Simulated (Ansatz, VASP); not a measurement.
# One calculation of GaP, two programs

```
Ga P
1.0
     0.00000    2.58368    2.72540
     2.72540    0.00000    2.72540
     2.72540    2.58368    0.00000
Ga P
1 1
Direct
  0.00000 0.00000 0.00000
  0.75000 0.75000 0.75000
```

Alike in both runs: task single point; functional PBE; k mesh 10 × 10 × 10; occupations gaussian, width 0.05 eV; no spin polarisation.

|  | VASP | Ansatz |
| --- | --- | --- |
| version | VASP 6.6.1 | Ansatz 0.2.0 |
| potentials or method | VASP PAW PBE potentials, release 64 (Ga_d, P), cutoff 520 eV | scalar-relativistic, plane waves, PAW |
| valence electrons in the cell | 18 | 18 |

Ansatz gave:

- gap on the k mesh at the Fermi level (eV): 1.00
- least direct gap on the mesh (eV): 2.07
- pressure (GPa): 7.7
- traceless stress, the component that is largest in VASP (GPa): 2.32

Task: Estimate VASP's values.

Result: gap on the k mesh at the Fermi level (eV): 1.00; least direct gap on the mesh (eV): 2.06; pressure (GPa): 7.5; traceless stress, the component that is largest in VASP (GPa): 2.33.
